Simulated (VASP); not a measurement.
A run of VASP 6.6.1 is set up as follows.

The input INCAR:

```
PREC = Accurate
ENCUT = 520
EDIFF = 1E-6
ISMEAR = 0
SIGMA = 0.01
LREAL = F
LASPH = T
NELM = 60
ALGO = Normal
ISIF = 2
LWAVE = F
LCHARG = T
LELF = T
LVHAR = T
NBANDS = 21
```

KPOINTS

```
Automatic mesh
0
Gamma
  5 5 5
```

File POSCAR:

```
K2Pt
1.0
    0.0000000000      3.7814600000      3.7814600000
    3.7814600000      0.0000000000      3.7814600000
    3.7814600000      3.7814600000      0.0000000000
K Pt
2 1
Direct
    0.7500000000      0.7500000000      0.7500000000
    0.2500000000      0.2500000000      0.2500000000
    0.0000000000      0.0000000000      0.0000000000
```

Potentials or basis: VASP PAW LDA potentials, release 64 (K_sv, Pt).

The run is started by

```bash
$ cat potpaw_LDA.64/K_sv/POTCAR potpaw_LDA.64/Pt/POTCAR > POTCAR
$ mpirun -np 1 vasp_std > vasp.out
```

Problem. What does it give for the band gap on the k mesh?

Solution. 1.55 eV (least direct gap 1.60 eV).

Problem. Estimate the pressure.

Solution. -1.8 GPa.

Caveat: spin-orbit coupling is left out, which moves the levels of the heavy elements; an odd mesh through Γ misses points on the zone boundary, where band edges can lie.
